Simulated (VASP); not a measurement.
Write the native input for VASP 6.6.1 that does the following.

```yaml
Task: single point
Functional: PBE
Potentials_or_basis: VASP PAW PBE potentials, release 64 (Sn_d, Ge_d)
Cutoff: 410 eV
k_mesh: 1 × 1 × 1, shifted
Occupations: fermi-dirac, width 0.05 eV
Spin: no spin polarisation
Dipole_correction: no
Further_INCAR_settings: LREAL = Auto; ALGO = Normal; EDIFF = 1e-06; NBANDS = 133; ISYM = -1
```

The structure of Sn5Ge12 lies in POSCAR:

```
Sn5Ge12
1.0
    7.0815660000     -0.0735080000      0.0306640000
   -0.0735080000      7.7150240000     -0.3469720000
    0.0306640000     -0.3469720000      7.5368430000
Sn Ge
5 12
Direct
    0.3166064659      0.8751089164      0.3757801337
    0.8621979092      0.4053826941      0.2359924450
    0.6410250611      0.6912708728      0.9040784377
    0.3654840441      0.4584536082      0.2250400284
    0.8221333353      0.3418593390      0.6821980665
    0.4341312396      0.1321311288      0.0250674721
    0.2442338712      0.8454452711      0.9156572121
    0.6856157288      0.9781399895      0.6590164433
    0.1661038294      0.2100667170      0.4341036242
    0.6989062908      0.7181027069      0.3655840078
    0.2657841591      0.2708302212      0.7638639279
    0.6000933564      0.1274005400      0.3595176598
    0.0363409065      0.5548866399      0.9159626610
   -0.0247998527      0.8289437996      0.1856181362
    0.0369347887      0.7613282954      0.6460206260
    0.8117852896      0.1036668706      0.0181071726
    0.3488983004      0.5306965526      0.5921308467
```

The input as run:

INCAR

```
SYSTEM = Sn5Ge12
ALGO = Normal ; EDIFF = 1E-6
ENCUT = 410 ; GGA = PE
GGA_COMPAT = .False. ; ISIF = 2
ISMEAR = -1 ; ISYM = -1
LASPH = .True. ; LCHARG = .False.
LREAL = Auto ; LWAVE = .False.
NBANDS = 133 ; NELM = 120
PREC = Accurate ; SIGMA = 0.05
```

KPOINTS

```
explicit points
1
Reciprocal
  0.25000000   0.25000000   0.25000000 1
```

Potentials or basis: VASP PAW PBE potentials, release 64 (Sn_d, Ge_d).

The run is started by

```console
$ cat potpaw_PBE.64/Sn_d/POTCAR potpaw_PBE.64/Ge_d/POTCAR > POTCAR
$ mpirun -np 1 vasp_std > vasp.out
```

Results of the run:

```yaml
Pressure: 0.3 GPa
Largest_force: 1.069 eV/Å
```

Caveat: the atoms stand as in a frame of molecular dynamics.

Wall time 2.9 min on 1 thread of Intel Xeon 8259CL (shared host), peak memory 0.33 GiB.
